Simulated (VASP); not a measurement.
## H2CO: single point with PBE+D3(BJ)

The system is H2CO.

```
CELL_PARAMETERS angstrom
8.84437 -0.06126 0.19497
-0.06126 8.39918 0.27114
0.19497 0.27114 8.45623
ATOMIC_POSITIONS crystal
O 0.48783 0.39300 0.48131
O 0.00208 0.74298 0.73758
O 0.40354 0.67998 0.07785
O 0.70197 0.92523 0.27667
O 0.13658 0.16384 0.29074
O 0.56985 0.48030 0.83783
O 0.44800 0.09496 0.92156
O 0.86043 0.43289 0.46564
O 0.91895 0.36637 0.00756
O 0.53053 0.06056 0.50836
C 0.39365 0.41046 0.38171
C 0.90772 0.82671 0.81009
C 0.27303 0.72337 0.07248
C 0.65589 0.95626 0.14741
C 0.16605 0.09049 0.41271
C 0.54008 0.58466 0.74124
C 0.37844 0.21515 0.96302
C 0.93170 0.33927 0.54279
C 0.83866 0.27124 0.07587
C 0.62137 0.05545 0.60806
H 0.40951 0.33589 0.27127
H 0.32230 0.51422 0.39946
H 0.79174 0.87138 0.75623
H 0.95842 0.88641 0.90966
H 0.20656 0.62712 0.02833
H 0.22677 0.81513 0.13935
H 0.64327 0.06954 0.09117
H 0.62143 0.85379 0.07245
H 0.25518 0.00609 0.43063
H 0.09249 0.14630 0.51189
H 0.45518 0.67094 0.76686
H 0.60971 0.60298 0.62971
H 0.41397 0.33318 0.91301
H 0.27784 0.19846 0.04892
H 0.04208 0.37535 0.59240
H 0.88643 0.22430 0.60259
H 0.86774 0.17526 0.16075
H 0.71547 0.30322 0.09524
H 0.75086 0.06993 0.59529
H 0.58150 0.05098 0.72810
```

```yaml
Program: VASP 6.6.1
Task: single point
Functional: PBE
Dispersion: D3(BJ)
Potentials_or_basis: VASP PAW PBE potentials, release 64 (O_h, C_h, H_h)
Cutoff: 1000 eV
k_mesh: 1 × 1 × 1
Occupations: fermi-dirac, width 0.02 eV
Spin: no spin polarisation
```

```yaml
Pressure: 1.2 GPa
Largest_force: 4.492 eV/Å
Band_gap_on_the_k_mesh: 2.20 eV
Dispersion_energy_per_atom: -0.035 eV
```

Forces in eV/Å, atoms in the order of the input:
```
O   -0.097 -0.420  0.246
O   -2.826  1.503  1.350
O    0.951  1.137  0.217
O    0.602  0.285  0.944
O    0.552 -0.596 -1.696
O    0.347 -0.883  0.672
O   -1.099  1.585  0.852
O   -0.482  0.058 -0.945
O    2.873  1.708 -2.270
O   -0.677 -0.178 -1.666
C    2.085 -0.158 -0.302
C    2.310 -0.563 -2.605
C    1.132 -3.251  0.134
C   -0.286 -3.477 -0.772
C   -2.214  2.846  1.307
C    1.244  0.272 -0.701
C    0.171 -2.406 -0.392
C    0.458  0.617  2.008
C   -3.481  0.107  2.836
C    1.367  0.492  0.512
H   -0.931  0.900  0.850
H   -1.098 -0.114 -0.839
H    1.554 -1.026  0.988
H   -0.951 -0.001  0.332
H   -1.659  0.445 -0.702
H   -0.603  1.672  0.406
H   -0.162  2.153 -0.611
H    0.084  0.655  0.367
H    0.588 -0.825  0.125
H    1.233 -1.762  0.297
H   -1.084  0.753  0.064
H   -0.068  0.102 -0.294
H    0.027  0.440  0.077
H    0.337  0.198 -0.224
H    0.192 -0.108 -0.419
H   -0.157 -0.121 -0.561
H    0.901 -1.087 -0.039
H   -0.091 -0.419 -0.504
H   -0.703 -0.285 -0.849
H   -0.339 -0.248  1.807
```

Stress tensor (GPa, compression positive):
```
 0.55  1.11  0.40
 1.11  0.95 -1.69
 0.40 -1.69  1.99
```

Levels at points of the mesh, in eV from the valence-band top:
| k point | band 56 | band 57 | band 58 | band 59 | band 60 | band 61 | band 62 | band 63 | band 64 | band 65 |
| --- | --- | --- | --- | --- | --- | --- | --- | --- | --- | --- |
| (0.00, 0.00, 0.00) | -0.59 | -0.48 | -0.29 | -0.15 | 0.00 | 2.20 | 2.46 | 2.55 | 2.66 | 2.84 |

Run time: 5.9 min on 1 thread of AMD EPYC 7R13 Processor (Zen 3) (shared host), peak memory 1.3 GiB.

Caveat: the k points lie up to 0.75 Å⁻¹ apart; the atoms stand as in a frame of molecular dynamics.
